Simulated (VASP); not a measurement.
# CaMg (P4/mmm) in VASP: notebook, part 2 of 2

VASP 6.6.1.

## 3. Single point, LDA (24.12 Å³/atom)

Input file INCAR:

```
SYSTEM = CaMg
PREC = Accurate
ENCUT = 520
EDIFF = 1E-6
ISMEAR = 0
SIGMA = 0.15
LREAL = .False.
LASPH = .True.
NELM = 60
ALGO = Fast
ISIF = 2
LWAVE = .False.
LCHARG = .True.
LELF = .True.
LVHAR = .True.
NBANDS = 13
```

Input file KPOINTS:

```
regular mesh
0
Gamma
  14 14 14
  0 0 0
```

Input file POSCAR:

```
CaMg
1.0
    3.1678051423      0.0000000000      0.0000000000
    0.0000000000      3.1678051423      0.0000000000
    0.0000000000      0.0000000000      4.8077778644
Ca Mg
1 1
Direct
    0.0000000000      0.0000000000      0.0000000000
    0.5000000000      0.5000000000      0.5000000000
```

Potentials or basis: VASP PAW LDA potentials, release 64 (Ca_sv, Mg).

The run is started by

```sh
$ cat potpaw_LDA.64/Ca_sv/POTCAR potpaw_LDA.64/Mg/POTCAR > POTCAR
$ mpirun -np 1 vasp_std > vasp.out
```

OUTCAR:

```text
SYSTEM = CaMg
   PREC = Accurate
   ENCUT = 520
   EDIFF = 1E-6
   ISMEAR = 0
   LREAL = .False.
   LASPH = .True.
   NELM = 60
   ISIF = 2

 ion  position               nearest neighbor table
   1  0.000  0.000  0.000-   2 3.29   2 3.29   2 3.29   2 3.29   2 3.29   2 3.29   2 3.29   2 3.29

   2  0.500  0.500  0.500-   1 3.29   1 3.29   1 3.29   1 3.29   1 3.29   1 3.29   1 3.29   1 3.29

  LATTYP: Found a simple tetragonal cell.
 ALAT       =     3.1678051423
 C/A-ratio  =     1.5177000000

  Lattice vectors:

 A1 = (   3.1678051423,   0.0000000000,   0.0000000000)
 A2 = (   0.0000000000,   3.1678051423,   0.0000000000)
 A3 = (   0.0000000000,   0.0000000000,   4.8077778644)

Analysis of symmetry for initial positions (statically):
=====================================================================
 Subroutine PRICEL returns:
 Original cell was already a primitive cell.

 Routine SETGRP: Setting up the symmetry group for a
 simple tetragonal supercell.

 Subroutine GETGRP returns: Found 16 space group operations
 (whereof 16 operations were pure point group operations)
 out of a pool of 16 trial point group operations.

The static configuration has the point symmetry D_4h.

Analysis of symmetry for dynamics (positions and initial velocities):
=====================================================================
 Subroutine PRICEL returns:
 Original cell was already a primitive cell.

 Routine SETGRP: Setting up the symmetry group for a
 simple tetragonal supercell.

 Subroutine GETGRP returns: Found 16 space group operations
 (whereof 16 operations were pure point group operations)
 out of a pool of 16 trial point group operations.

The dynamic configuration has the point symmetry D_4h.

 Subroutine INISYM returns: Found 16 space group operations
 (whereof 16 operations are pure point group operations),
 and found     1 'primitive' translations

----------------------------------------------------------------------------------------

                                     Primitive cell
[... 122 lines left out ...]
 non-spin polarized calculation
 RMM-DIIS sequential band-by-band and
 Gauss-broadening in eV      SIGMA  =   0.15
  energy-cutoff  :      520.00
  volume of cell :       48.25
 maximum number of plane-waves:      1336
 NGX is ok and might be reduce to    24
   NGX = 11   NGY = 11   NGZ = 17

 number of electron      11.9999996 magnetization

 Free energy of the ion-electron system (eV)
  ---------------------------------------------------
  ext. energy  EPLUGINS =         0.00000000
  ---------------------------------------------------
  free energy    TOTEN  =        -3.98987947 eV

  energy without entropy =       -3.96713235  energy(sigma->0) =       -3.97850591

 E-fermi :   3.2528     XC(G=0):  -9.2756

 val. band max:        3.2510721333   @ k =   0.4286   0.2857   0.2857
 cond. band min:       3.2562352751   @ k =   0.5000   0.5000   0.4286
 fundamental gap:      0.0051631418
 Fermi energy:         3.2528290858

 k-point     1 :       0.0000    0.0000    0.0000
  band No.  band energies     occupation
      1     -37.3006      2.00000
      2     -18.6485      2.00000
      3     -18.3732      2.00000
      4     -18.3732      2.00000
      5      -2.5974      2.00000
      6       2.8433      1.99989
      7       3.8417      0.00000
      8       4.3571      0.00000
      9       7.7425      0.00000
     10       7.7425      0.00000
     11       8.9434      0.00000
     12      10.1116      0.00000
     13      11.6952      0.00000
[... 354 lines left out ...]
  band No.  band energies     occupation
      1     -37.2198      2.00000
      2     -18.8214      2.00000
      3     -18.5581      2.00000
      4     -18.5518      2.00000
      5       0.0382      2.00000
      6       3.3840      0.21611
      7       3.8485      0.00000
      8       4.9218      0.00000
      9       6.0760      0.00000
     10       6.4603      0.00000
     11       8.4318      0.00000
     12       9.5418      0.00000
     13       9.9986      0.00000

 [... further k-points ...]

------------------------ aborting loop because EDIFF is reached ----------------------------------------

  FORCE on cell =-STRESS in cart. coord.  units (eV):
  Direction    XX          YY          ZZ          XY          YZ          ZX
  --------------------------------------------------------------------------------------
  -------------------------------------------------------------------------------------
  Total        2.2586367      2.2586367      1.3050257      0.0000000      0.0000000      0.0000000
  in kB       75.0059383     75.0059383     43.3379465      0.0000000      0.0000000      0.0000000
  external PRESSURE =      64.4499410 kB  Pullay stress =       0.0000000 kB

 VOLUME and BASIS-vectors are now :
 -----------------------------------------------------------------------------
  energy-cutoff  :      520.00
  volume of cell :       48.25
      direct lattice vectors                 reciprocal lattice vectors
     3.167805142  0.000000000  0.000000000     0.315675982  0.000000000  0.000000000
     0.000000000  3.167805142  0.000000000     0.000000000  0.315675982  0.000000000
     0.000000000  0.000000000  4.807777864     0.000000000  0.000000000  0.207996299

 POSITION                                       TOTAL-FORCE (eV/Angst)
 -----------------------------------------------------------------------------------
      0.00000      0.00000      0.00000         0.000000      0.000000      0.000000
      1.58390      1.58390      2.40389         0.000000      0.000000      0.000000
 -----------------------------------------------------------------------------------
    total drift:                                0.000000      0.000000      0.000000

  FREE ENERGIE OF THE ION-ELECTRON SYSTEM (eV)
  ---------------------------------------------------
  free  energy   TOTEN  =        -3.9898794684 eV

  energy  without entropy=       -3.9671323494  energy(sigma->0) =       -3.97850591
```

OSZICAR:

```text
N       E                     dE             d eps       ncg     rms          rms(c)
DAV:   1     0.726911202223E+02    0.72691E+02   -0.55991E+03  7488   0.826E+02
DAV:   2    -0.214375962513E+01   -0.74835E+02   -0.73436E+02  8638   0.209E+02
DAV:   3    -0.410912221295E+01   -0.19654E+01   -0.19406E+01 11186   0.310E+01
DAV:   4    -0.418517829171E+01   -0.76056E-01   -0.75871E-01  9245   0.510E+00
DAV:   5    -0.418713643883E+01   -0.19581E-02   -0.19573E-02 11029   0.677E-01    0.247E+00
RMM:   6    -0.401149446942E+01    0.17564E+00   -0.13184E-01  8097   0.206E+00    0.157E+00
RMM:   7    -0.399262736193E+01    0.18867E-01   -0.45435E-02  9090   0.135E+00    0.738E-01
RMM:   8    -0.398969522178E+01    0.29321E-02   -0.10612E-02 10382   0.114E+00    0.457E-02
RMM:   9    -0.398982273490E+01   -0.12751E-03   -0.21087E-03 11453   0.431E-01    0.277E-02
RMM:  10    -0.398986392224E+01   -0.41187E-04   -0.51231E-04 11535   0.186E-01    0.146E-02
RMM:  11    -0.398987276484E+01   -0.88426E-05   -0.13179E-04 11656   0.829E-02    0.689E-03
RMM:  12    -0.398987718622E+01   -0.44214E-05   -0.43017E-05 11824   0.447E-02    0.679E-03
RMM:  13    -0.398987881621E+01   -0.16300E-05   -0.14339E-05 11195   0.214E-02    0.734E-03
RMM:  14    -0.398987946844E+01   -0.65222E-06   -0.47658E-06  8851   0.103E-02
   1 F= -.39898795E+01 E0= -.39785059E+01  d E =-.227471E-01
```

Wall time 59 s (1 thread of Intel Xeon 6975P-C (Granite Rapids), shared host); peak memory 0.3 GiB.

Results:

```yaml
Free_energy: -3.9899 eV
Pressure: 6.4 GPa
Band_gap_on_the_k_mesh: zero (bands 6 and 7 overlap by 1.78 eV)
```

Stress tensor (GPa, compression positive):
```
7.50 0.00 0.00
0.00 7.50 0.00
0.00 0.00 4.33
```

Levels at points of the mesh, in eV from the Fermi level:
```tsv
k point	band 2	band 3	band 4	band 5	band 6	band 7	band 8	band 9	band 10	band 11
(0.00, 0.00, 0.00)	-21.90	-21.63	-21.63	-5.85	-0.41	0.59	1.10	4.49	4.49	5.69
(0.50, 0.00, 0.00)	-22.21	-21.82	-21.57	-2.22	-2.06	0.09	1.57	3.79	4.72	4.84
(0.50, 0.50, 0.00)	-22.12	-22.12	-21.75	-1.22	1.26	1.26	1.33	1.66	1.66	5.89
(0.00, 0.00, 0.50)	-21.92	-21.63	-21.63	-4.53	-3.43	1.24	2.34	4.13	4.13	5.70
(0.50, 0.00, 0.50)	-22.21	-21.83	-21.57	-2.33	-0.89	0.17	0.18	3.17	3.83	4.73
(0.50, 0.50, 0.50)	-22.12	-22.12	-21.76	-0.79	-0.03	-0.03	3.04	3.30	4.07	4.34
```

Caveat: the cell stands under pressure.

## 4. Single point, LDA (24.12 Å³/atom)

Input file INCAR:

```
  PREC = Accurate
  ENCUT = 520
  EDIFF = 1E-6
  ISMEAR = 0
  SIGMA = 0.15
  LREAL = F
  LASPH = T
  NELM = 80
  ALGO = Fast
  ISIF = 2
  LWAVE = F
  LCHARG = F
  GGA = CA
  NBANDS = 13
```

Input file KPOINTS:

```
Automatic mesh
0
Gamma
  14 14 14
```

Input file POSCAR:

```
CaMg
1.0
    3.2420506950      0.0000000000      0.0000000000
    0.0000000000      3.2420506950      0.0000000000
    0.0000000000      0.0000000000      4.5900953740
Ca Mg
1 1
Direct
    0.0000000000      0.0000000000      0.0000000000
    0.5000000000      0.5000000000      0.5000000000
```

The run is started by

```sh
$ cat potpaw_LDA.64/Ca_sv/POTCAR potpaw_LDA.64/Mg/POTCAR > POTCAR
$ mpirun -np 1 vasp_std > vasp.out
```

Run time: 58 s. Hardware: 1 thread of Intel Xeon 6975P-C (Granite Rapids), shared host; peak memory 0.3 GiB.

It converged, with:

```yaml
Free_energy: -4.0295 eV
Pressure: 6.6 GPa
Band_gap_on_the_k_mesh: zero (bands 6 and 7 overlap by 1.49 eV)
```

Stress tensor (GPa, compression positive):
```
7.40 0.00 0.00
0.00 7.40 0.00
0.00 0.00 4.91
```

Levels at points of the mesh, in eV from the Fermi level:
| k point | band 4 | band 5 | band 6 | band 7 | band 8 | band 9 |
| --- | --- | --- | --- | --- | --- | --- |
| (0.00, 0.00, 0.00) | -21.64 | -5.82 | -0.16 | 1.11 | 1.17 | 4.38 |
| (0.50, 0.00, 0.00) | -21.59 | -2.30 | -2.22 | 0.37 | 1.65 | 3.64 |
| (0.50, 0.50, 0.00) | -21.75 | -1.33 | 1.02 | 1.02 | 1.17 | 1.78 |
| (0.00, 0.00, 0.50) | -21.64 | -4.31 | -3.32 | 1.31 | 2.84 | 3.87 |
| (0.50, 0.00, 0.50) | -21.59 | -2.36 | -0.80 | 0.10 | 0.19 | 3.51 |
| (0.50, 0.50, 0.50) | -21.76 | -0.76 | -0.18 | -0.18 | 2.85 | 3.30 |

Caveat: the cell stands under pressure.

## 5. The runs side by side

| cell | gap on the mesh (eV) | pressure (GPa) |
| --- | --- | --- |
| a = 3.318, b = 3.318, c = 4.382 Å, 2 atoms | none | 6.6 |
| a = 3.168, b = 3.168, c = 4.808 Å, 2 atoms | none | 6.4 |
| a = 3.242, b = 3.242, c = 4.590 Å, 2 atoms | none | 6.6 |

Alike in all rows: task single point; level LDA; potentials or basis VASP PAW LDA potentials, release 64 (Ca_sv, Mg); no spin polarisation; k mesh 14 × 14 × 14; cutoff (eV) 520; smearing gaussian 0.15 eV.

Caveats: the cell stands under pressure.

Total energies depend on the potentials used, so only differences within one code and one set of settings carry meaning.
